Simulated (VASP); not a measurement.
# Hf2S (P6_3/mmc) in VASP: notebook

Hf2S is run at these levels: LDA; tasks: single point.

Program: VASP 6.6.1. These are calculated values, not measurements. Logs are shortened: lines on timing, memory, paths and dates and some standing lists are left out, and cuts for length are marked.

### Step 1. The cell of the first run

It takes space group P6_3/mmc (No. 194, hexagonal). The conventional cell has a = 3.141 Å, b = 3.141 Å, c = 11.307 Å, α = 90.00°, β = 90.00°, γ = 120.00°. Hf (site symmetry 3m) has 3 S at 2.48 Å and 9 Hf at 2.90 to 3.14 Å within 3.3 Å. S (site symmetry -6m2) has 6 Hf at 2.48 Å and 6 S at 3.14 Å within 3.3 Å.

### Step 2. Single point, LDA

File INCAR:

```
SYSTEM = Hf2S
PREC = Accurate
ENCUT = 520
EDIFF = 1E-7
ISMEAR = -1
SIGMA = 0.15
LREAL = .False.
LASPH = .True.
NELM = 100
ALGO = Normal
ISIF = 2
LWAVE = .False.
LCHARG = .False.
GGA = CA
NBANDS = 35
```

File KPOINTS:

```
regular mesh
0
Gamma
  12 12 4
  0 0 0
```

File POSCAR:

```
Hf2S
1.0
    3.1410277385      0.0000000000      0.0000000000
   -1.5705138693      2.7202098155      0.0000000000
    0.0000000000      0.0000000000     11.3074032687
Hf S
4 2
Direct
    0.6666666667      0.3333333333      0.8999808163
    0.3333333333      0.6666666667      0.3999808163
    0.6666666667      0.3333333333      0.6000191837
    0.3333333333      0.6666666667      0.1000191837
    0.0000000000      0.0000000000      0.7500000000
    0.0000000000      0.0000000000      0.2500000000
```

Potentials or basis: VASP PAW LDA potentials, release 64 (Hf_pv, S).

The run is started by

```console
$ cat potpaw_LDA.64/Hf_pv/POTCAR potpaw_LDA.64/S/POTCAR > POTCAR
$ mpirun -np 1 vasp_std > vasp.out
```

OUTCAR:

```text
SYSTEM = Hf2S
   PREC = Accurate
   ENCUT = 520
   EDIFF = 1E-7
   ISMEAR = -1
   LREAL = .False.
   LASPH = .True.
   NELM = 100
   ISIF = 2
   GGA = CA

 ion  position               nearest neighbor table
   1  0.667  0.333  0.900-   5 2.48   5 2.48   5 2.48   4 2.90   4 2.90   4 2.90   3 3.39
   2  0.333  0.667  0.400-   6 2.48   6 2.48   6 2.48   3 2.90   3 2.90   3 2.90   4 3.39
   3  0.667  0.333  0.600-   5 2.48   5 2.48   5 2.48   2 2.90   2 2.90   2 2.90   1 3.39
   4  0.333  0.667  0.100-   6 2.48   6 2.48   6 2.48   1 2.90   1 2.90   1 2.90   2 3.39
   5  0.000  0.000  0.750-   1 2.48   3 2.48   1 2.48   3 2.48   1 2.48   3 2.48
   6  0.000  0.000  0.250-   2 2.48   4 2.48   2 2.48   4 2.48   2 2.48   4 2.48

  LATTYP: Found a hexagonal cell.
 ALAT       =     3.1410277385
 C/A-ratio  =     3.5999055755

  Lattice vectors:

 A1 = (   3.1410277385,   0.0000000000,   0.0000000000)
 A2 = (  -1.5705138693,   2.7202098155,   0.0000000000)
 A3 = (   0.0000000000,   0.0000000000,  11.3074032687)

Analysis of symmetry for initial positions (statically):
=====================================================================
 Subroutine PRICEL returns:
 Original cell was already a primitive cell.

 Routine SETGRP: Setting up the symmetry group for a
 hexagonal supercell.

 Subroutine GETGRP returns: Found 24 space group operations
 (whereof 12 operations were pure point group operations)
 out of a pool of 24 trial point group operations.

The static configuration has the point symmetry D_3d.
 The point group associated with its full space group is D_6h.

Analysis of symmetry for dynamics (positions and initial velocities):
=====================================================================
 Subroutine PRICEL returns:
 Original cell was already a primitive cell.

 Routine SETGRP: Setting up the symmetry group for a
 hexagonal supercell.

 Subroutine GETGRP returns: Found 24 space group operations
 (whereof 12 operations were pure point group operations)
 out of a pool of 24 trial point group operations.

The dynamic configuration has the point symmetry D_3d.
 The point group associated with its full space group is D_6h.

 Subroutine INISYM returns: Found 24 space group operations
 (whereof 12 operations are pure point group operations),
 and found     1 'primitive' translations

----------------------------------------------------------------------------------------

                                     Primitive cell

  volume of cell :      96.6133

  direct lattice vectors                    reciprocal lattice vectors
     3.141027739  0.000000000  0.000000000     0.318367134  0.183809351  0.000000000
    -1.570513869  2.720209816  0.000000000     0.000000000  0.367618701  0.000000000
     0.000000000  0.000000000 11.307403269     0.000000000  0.000000000  0.088437635

  length of vectors
     3.141027739  3.141027738 11.307403269     0.367618701  0.367618701  0.088437635

  position of ions in fractional coordinates (direct lattice)
     0.666666667  0.333333333  0.899980816
     0.333333333  0.666666667  0.399980816
     0.666666667  0.333333333  0.600019184
     0.333333333  0.666666667  0.100019184
     0.000000000  0.000000000  0.750000000
     0.000000000  0.000000000  0.250000000

  ion indices of the primitive-cell ions
   primitive index   ion index
                 1           1
                 2           2
                 3           3
                 4           4
                 5           5
                 6           6

----------------------------------------------------------------------------------------

 KPOINTS: regular mesh

Automatic generation of k-mesh.
 Grid dimensions read from file:
 generate k-points for:   12   12    4

 Generating k-lattice:

  Cartesian coordinates                     Fractional coordinates (reciprocal lattice)
     0.026530595  0.015317446  0.000000000     0.083333333  0.000000000  0.000000000
     0.000000000  0.030634892  0.000000000     0.000000000  0.083333333  0.000000000
     0.000000000  0.000000000  0.022109409     0.000000000  0.000000000  0.250000000

  Length of vectors
     0.030634892  0.030634892  0.022109409

  Shift w.r.t. Gamma in fractional coordinates (k-lattice)
     0.000000000  0.000000000  0.000000000

 Subroutine IBZKPT returns following result:
 ===========================================

 Found     57 irreducible k-points:

 Following reciprocal coordinates:
            Coordinates               Weight
  0.000000  0.000000  0.000000      1.000000
  0.083333  0.000000  0.000000      6.000000
  0.166667  0.000000  0.000000      6.000000
  0.250000  0.000000  0.000000      6.000000
  0.333333  0.000000  0.000000      6.000000
  0.416667 -0.000000  0.000000      6.000000
[... 16 lines left out ...]
  0.250000  0.000000  0.250000     12.000000
  0.333333  0.000000  0.250000     12.000000
 [... further k-points ...]
   k-points           NKPTS =     57   k-points in BZ     NKDIM =     57   number of bands    NBANDS=     35
   number of dos      NEDOS =    301   number of ions     NIONS =      6
   total plane-waves  NPLWV =  48384
   dimension x,y,z NGX =    24 NGY =   24 NGZ =   84
   dimension x,y,z NGXF=    48 NGYF=   48 NGZF=  168
   ions per type =               4   2
   NGX,Y,Z   is equivalent  to a cutoff of  12.70, 12.70, 12.35 a.u.
   NGXF,Y,Z  is equivalent  to a cutoff of  25.41, 25.41, 24.70 a.u.
 SYSTEM =  Hf2S
   PREC   = accura    normal or accurate (medium, high low for compatibility)
   ISTART =      0    job   : 0-new  1-cont  2-samecut
   ICHARG =      2    charge: 1-file 2-atom 10-const
   ISPIN  =      1    spin polarized calculation?
   LNONCOLLINEAR =      F non collinear calculations
   LSORBIT =      F    spin-orbit coupling
   LASPH  =      T    aspherical Exc in radial PAW
   ENCUT  =  520.0 eV  38.22 Ry    6.18 a.u.   5.84  5.84 21.02*2*pi/ulx,y,z
   NELM   =    100;   NELMIN=  2; NELMDL= -5     # of ELM steps
   EDIFF  = 0.1E-06   stopping-criterion for ELM
   LREAL  =      F    real-space projection
   EDIFFG = 0.1E-05   stopping-criterion for IOM
   NSW    =      0    number of steps for IOM
   IBRION =     -1    ionic relax: 0-MD 1-quasi-New 2-CG
   NFREE  =      0    steps in history (QN), initial steepest desc. (CG)
   ISIF   =      2    stress and relaxation
   ISYM   =      2    0-nonsym 1-usesym 2-fastsym
   POTIM  = 0.5000    time-step for ionic-motion
   TEBEG  =    0.0;   TEEND  =   0.0 temperature during run
   PSTRESS=    0.0 pullay stress
   NELECT =      52.0000    total number of electrons
   NUPDOWN=      -1.0000    fix difference up-down
   EMIN   =  10.00;   EMAX   =-10.00  energy-range for DOS
   EFERMI =   0.00;   METHOD = LEGACY
   ISMEAR =    -1;   SIGMA  =   0.15  broadening in eV -4-tet -1-fermi 0-gaus
   EFERMI_NEDOS =   21; number of points for ismear=-14 and -15
   IALGO  =     38    algorithm
   IMIX   =      4    mixing-type and parameters
     AMIX     =   0.40;   BMIX     =  1.00
     AMIX_MAG =   1.60;   BMIX_MAG =  1.00
  volume/ion in A,a.u.               =      16.10       108.66
  Fermi-wavevector in a.u.,A,eV,Ry     =   1.331671  2.516493 24.127858  1.773348
  Thomas-Fermi vector in A             =   2.460664
   LORBIT       =      0    0 simple, 1 ext, 2 COOP (PROOUT), +10 PAW based schemes
   GGA     = CA    functional components
   LHFCALC =     F    Hartree Fock is set to
   AEXX    =    0.0000 exact exchange contribution
   IVDW    =     0    specifies the selected vdW correction
   LEPSILON=     F    determine dielectric tensor
   LRPA    =     F    only Hartree local field effects (RPA)
 non-spin polarized calculation
  energy-cutoff  :      520.00
  volume of cell :       96.61
 maximum number of plane-waves:      2624
 NGX is ok and might be reduce to    24
   NGX = 11   NGY = 11   NGZ = 43

 number of electron      51.9999992 magnetization

 Free energy of the ion-electron system (eV)
  ---------------------------------------------------
  ext. energy  EPLUGINS =         0.00000000
  ---------------------------------------------------
  free energy    TOTEN  =       -58.09671873 eV

  energy without entropy =      -57.88878941  energy(sigma->0) =      -57.99275407

 E-fermi :   7.7317     XC(G=0): -12.4404

 val. band max:        7.7256821466   @ k =   0.2500   0.0000   0.0000
 cond. band min:       7.7345355062   @ k =   0.0833   0.0833   0.0000
 fundamental gap:      0.0088533596
 Fermi energy:         7.7316859472

 k-point     1 :       0.0000    0.0000    0.0000
  band No.  band energies     occupation
      1     -23.0912      2.00000
      2     -22.8819      2.00000
      3     -22.3225      2.00000
      4     -22.0780      2.00000
      5     -22.0523      2.00000
      6     -22.0523      2.00000
[... 27 lines left out ...]
     34      10.4198      0.00000
     35      11.3419      0.00000

 k-point     2 :       0.0833    0.0000    0.0000
  band No.  band energies     occupation
      1     -23.0705      2.00000
      2     -22.8663      2.00000
      3     -22.3556      2.00000
      4     -22.1654      2.00000
      5     -22.0718      2.00000
      6     -22.0686      2.00000
[... 27 lines left out ...]
     34      10.5045      0.00000
     35      11.1094      0.00000

 k-point     3 :       0.1667    0.0000    0.0000
  band No.  band energies     occupation
      1     -23.0144      2.00000
      2     -22.8255      2.00000
      3     -22.4582      2.00000
      4     -22.3238      2.00000
      5     -22.1350      2.00000
      6     -22.1119      2.00000
[... 27 lines left out ...]
     34      10.8747      0.00000
     35      10.9441      0.00000
[... 723 lines left out ...]
 k-point    23 :       0.2500    0.0000    0.2500
  band No.  band energies     occupation
      1     -22.9243      2.00000
      2     -22.8145      2.00000
      3     -22.5916      2.00000
      4     -22.5257      2.00000
      5     -22.2823      2.00000
      6     -22.2324      2.00000
[... 27 lines left out ...]
     34      11.0619      0.00000
     35      11.2256      0.00000

 k-point    24 :       0.3333    0.0000    0.2500
  band No.  band energies     occupation
      1     -22.8819      2.00000
      2     -22.8042      2.00000
      3     -22.7541      2.00000
      4     -22.7042      2.00000
      5     -22.4020      2.00000
      6     -22.3311      2.00000
[... 27 lines left out ...]
     34      11.6251      0.00000
     35      11.7649      0.00000

 [... further k-points ...]
[... 5 lines left out ...]
  --------------------------------------------------------------------------------------
  -------------------------------------------------------------------------------------
  Total       15.2713546     15.2713546     15.4840252     -0.0000000     -0.0000000      0.0000000
  in kB      253.2509527    253.2509527    256.7777546     -0.0000000     -0.0000000      0.0000000
  external PRESSURE =     254.4265533 kB  Pullay stress =       0.0000000 kB

 VOLUME and BASIS-vectors are now :
 -----------------------------------------------------------------------------
  energy-cutoff  :      520.00
  volume of cell :       96.61
      direct lattice vectors                 reciprocal lattice vectors
     3.141027739  0.000000000  0.000000000     0.318367134  0.183809351  0.000000000
    -1.570513869  2.720209816  0.000000000     0.000000000  0.367618701  0.000000000
     0.000000000  0.000000000 11.307403269     0.000000000  0.000000000  0.088437635

 POSITION                                       TOTAL-FORCE (eV/Angst)
 -----------------------------------------------------------------------------------
      1.57051      0.90674     10.17645         0.000000      0.000000     -0.029526
     -0.00000      1.81347      4.52274        -0.000000     -0.000000     -0.029526
      1.57051      0.90674      6.78466        -0.000000      0.000000      0.029526
     -0.00000      1.81347      1.13096        -0.000000     -0.000000      0.029526
      0.00000      0.00000      8.48055        -0.000000      0.000000     -0.000000
      0.00000      0.00000      2.82685         0.000000     -0.000000     -0.000000
 -----------------------------------------------------------------------------------
    total drift:                                0.000000      0.000000      0.000000

  FREE ENERGIE OF THE ION-ELECTRON SYSTEM (eV)
  ---------------------------------------------------
  free  energy   TOTEN  =       -58.0967187261 eV

  energy  without entropy=      -57.8887894084  energy(sigma->0) =      -57.99275407
```

It took 2.7 min on 1 thread of Intel Xeon 6975P-C, shared host; peak memory 0.28 GiB.

Results:

```yaml
Free_energy: -58.0967 eV
Pressure: 25.4 GPa
Largest_force: 0.030 eV/Å
Band_gap_on_the_k_mesh: zero (band 26 reaches 8.36 eV, above the bottom of band 27 at 7.40 eV)
```

Forces in eV/Å, atoms in the order of the input:
```
Hf   0.000  0.000 -0.030
Hf   0.000  0.000 -0.030
Hf   0.000  0.000  0.030
Hf   0.000  0.000  0.030
S    0.000  0.000  0.000
S    0.000  0.000  0.000
```

Levels at points of the mesh, in eV from the Fermi level:
| k point | band 23 | band 24 | band 25 | band 26 | band 27 | band 28 | band 29 | band 30 |
| --- | --- | --- | --- | --- | --- | --- | --- | --- |
| (0.00, 0.00, 0.00) | -1.02 | -0.26 | 0.01 | 0.63 | 0.63 | 0.69 | 0.69 | 1.10 |
| (0.50, 0.00, 0.00) | -1.51 | -1.43 | -0.93 | -0.42 | -0.33 | 1.04 | 1.15 | 3.39 |
| (0.00, 0.00, 0.50) | -1.00 | -1.00 | 0.54 | 0.54 | 0.54 | 0.54 | 1.49 | 1.49 |
| (0.50, 0.00, 0.50) | -1.92 | -1.92 | -0.46 | -0.46 | 0.43 | 0.43 | 1.78 | 1.78 |

Caveat: spin-orbit coupling is left out, which moves the levels of the heavy elements.

### Step 3. Single point, LDA (volume scaled by 0.98, then relaxed in part)

File INCAR:

```
SYSTEM = Hf2S
  PREC = Accurate
  ENCUT = 520
  EDIFF = 1E-7
  ISMEAR = -1
  SIGMA = 0.15
  LREAL = .FALSE.
  LASPH = .TRUE.
  NELM = 80
  ALGO = Normal
  ISIF = 2
  LWAVE = .FALSE.
  LCHARG = .TRUE.
  LELF = .TRUE.
  LVHAR = .TRUE.
  NBANDS = 35
```

File KPOINTS:

```
regular mesh
0
G
  12 12 4
  0 0 0
```

File POSCAR:

```
Hf2S
1.0
    3.2863791799      0.0000000000      0.0000000000
   -1.6431895900      2.8460878563      0.0000000000
    0.0000000000      0.0000000000     11.5580018538
Hf S
4 2
Direct
    0.6666666667      0.3333333333      0.8989701774
    0.3333333333      0.6666666667      0.3989701774
    0.6666666667      0.3333333333      0.6010298226
    0.3333333333      0.6666666667      0.1010298226
    0.0000000000      0.0000000000      0.7500000000
    0.0000000000      0.0000000000      0.2500000000
```

Potentials or basis: VASP PAW LDA potentials, release 64 (Hf_pv, S).

The run is started by

```console
$ cat potpaw_LDA.64/Hf_pv/POTCAR potpaw_LDA.64/S/POTCAR > POTCAR
$ mpirun -np 1 vasp_std > vasp.out
```

Run time: 3.5 min. Hardware: 1 thread of Intel Xeon 6975P-C, shared host; peak memory 0.3 GiB.

Results (log left out):

```yaml
Free_energy: -59.0601 eV
Pressure: 3.2 GPa
Largest_force: 0.033 eV/Å
Band_gap_on_the_k_mesh: zero (band 26 reaches 7.29 eV, above the bottom of band 27 at 6.30 eV)
```

Forces on the atoms (eV/Å):
```
Hf   0.000  0.000 -0.033
Hf   0.000  0.000 -0.033
Hf   0.000  0.000  0.033
Hf   0.000  0.000  0.033
S    0.000  0.000  0.000
S    0.000  0.000  0.000
```

Stress tensor (GPa, compression positive):
```
3.13 0.00 0.00
0.00 3.13 0.00
0.00 0.00 3.28
```

Levels at points of the mesh, in eV from the Fermi level:
```tsv
k point	band 24	band 25	band 26	band 27	band 28	band 29
(0.00, 0.00, 0.00)	-0.07	-0.05	0.54	0.54	0.62	0.62
(0.50, 0.00, 0.00)	-1.26	-1.04	-0.56	-0.46	0.95	1.06
(0.00, 0.00, 0.50)	-1.07	0.46	0.46	0.46	0.46	1.48
(0.50, 0.00, 0.50)	-1.74	-0.75	-0.75	0.37	0.37	1.58
```

Caveat: the cell differs from its parent crystal (volume scaled by 0.98, then relaxed in part); spin-orbit coupling is left out, which moves the levels of the heavy elements.

### Step 4. Single point, LDA

This run uses another cell than the first one, of 18.39 Å³/atom, 1.142 times its volume.

File INCAR:

```
SYSTEM = Hf2S
ALGO = Normal
EDIFF = 1E-6
ENCUT = 520
ISIF = 2
ISMEAR = 0
LASPH = .True.
LCHARG = .True.
LELF = .True.
LREAL = .False.
LVHAR = .True.
LWAVE = .False.
NBANDS = 35
NELM = 100
PREC = Accurate
SIGMA = 0.1
```

File KPOINTS:

```
k-points
0
Gamma
  12 12 4
  0 0 0
```

File POSCAR:

```
Hf2S
1.0
    3.3191677851      0.0000000000      0.0000000000
   -1.6595838926      2.8744836213      0.0000000000
    0.0000000000      0.0000000000     11.5633193414
Hf S
4 2
Direct
    0.6666666667      0.3333333333      0.8987512646
    0.3333333333      0.6666666667      0.3987512646
    0.6666666667      0.3333333333      0.6012487354
    0.3333333333      0.6666666667      0.1012487354
    0.0000000000      0.0000000000      0.7500000000
    0.0000000000      0.0000000000      0.2500000000
```

The run is started by

```console
$ cat potpaw_LDA.64/Hf_pv/POTCAR potpaw_LDA.64/S/POTCAR > POTCAR
$ mpirun -np 1 vasp_std > vasp.out
```

It took 4.7 min on 1 thread of Intel Xeon 6975P-C, shared host; peak memory 0.32 GiB.

Results (log left out):

| Quantity | Value |
| --- | --- |
| Free energy | -58.9906 eV |
| Pressure | 0.0 GPa |
| Largest force | 0.030 eV/Å |
| Band gap on the k mesh | zero (band 26 reaches 7.09 eV, above the bottom of band 27 at 6.11 eV) |

Forces in eV/Å, atoms in the order of the input:
```
Hf   0.000  0.000 -0.030
Hf   0.000  0.000 -0.030
Hf   0.000  0.000  0.030
Hf   0.000  0.000  0.030
S    0.000  0.000  0.000
S    0.000  0.000  0.000
```

Stress tensor (GPa, compression positive):
```
0.01 0.00 0.00
0.00 0.01 0.00
0.00 0.00 0.09
```

Levels at points of the mesh, in eV from the Fermi level:
| k point | band 22 | band 23 | band 24 | band 25 | band 26 | band 27 | band 28 | band 29 | band 30 | band 31 |
| --- | --- | --- | --- | --- | --- | --- | --- | --- | --- | --- |
| (0.00, 0.00, 0.00) | -3.12 | -1.35 | -0.13 | -0.03 | 0.45 | 0.45 | 0.54 | 0.54 | 0.82 | 0.82 |
| (0.50, 0.00, 0.00) | -2.48 | -1.65 | -1.26 | -1.10 | -0.63 | -0.53 | 0.87 | 1.04 | 2.72 | 3.38 |
| (0.00, 0.00, 0.50) | -3.38 | -1.10 | -1.10 | 0.38 | 0.38 | 0.38 | 0.38 | 1.46 | 1.46 | 1.63 |
| (0.50, 0.00, 0.50) | -2.41 | -1.74 | -1.74 | -0.84 | -0.84 | 0.33 | 0.33 | 1.48 | 1.48 | 4.16 |

Caveat: spin-orbit coupling is left out, which moves the levels of the heavy elements.

### Step 5. The runs side by side

```csv
cell,smearing,gap on the mesh (eV),pressure (GPa),largest force (eV/Å)
"a = 3.141, b = 3.141, c = 11.307 Å, angles 90.0, 90.0, 120.0°, 6 atoms",fermi-dirac 0.15 eV,none,25.4,0.03
"a = 3.286, b = 3.286, c = 11.558 Å, angles 90.0, 90.0, 120.0°, 6 atoms",fermi-dirac 0.15 eV,none,3.2,0.03
"a = 3.319, b = 3.319, c = 11.563 Å, angles 90.0, 90.0, 120.0°, 6 atoms",gaussian 0.1 eV,none,0.0,0.03
```

Alike in all rows: task single point; level LDA; potentials or basis VASP PAW LDA potentials, release 64 (Hf_pv, S); no spin polarisation; k mesh 12 × 12 × 4; cutoff (eV) 520.

Caveats: spin-orbit coupling is left out, which moves the levels of the heavy elements.

Total energies depend on the potentials used, so only differences within one code and one set of settings carry meaning.
